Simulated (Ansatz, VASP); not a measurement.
# Mg in VASP and in Ansatz

```
Mg
1.0
     3.17926    0.00000    0.00000
    -1.58963    2.75332    0.00000
     0.00000    0.00000    5.15689
Mg
2
Direct
  0.33333 0.66667 0.25000
  0.66667 0.33333 0.75000
```

Alike in both runs: task single point; functional r2SCAN; k mesh 11 × 11 × 6; no spin polarisation.

|  | VASP | Ansatz |
| --- | --- | --- |
| version | VASP 6.6.1 | Ansatz 0.2.0 |
| potentials or method | VASP PAW PBE potentials, release 64 (Mg), cutoff 520 eV | plane waves (500 eV) with PAW, scalar-relativistic |
| occupations | methfessel-paxton of order 1, width 0.6 eV | cold, width 0.6 eV |
| valence electrons in the cell | 4 | 20 |

|  | VASP | Ansatz | Ansatz less VASP |
| --- | --- | --- | --- |
| pressure (GPa) | -0.3 | 0.0 | +0.28 |
| traceless stress, the component that is largest in VASP (GPa) | 0.04 | -0.16 | -0.200 |

VASP's potentials were made for PBE, not for r2SCAN. VASP's potentials hold 4 valence electrons a cell and Ansatz's 20, so a difference there can come from the potentials and not from the codes.
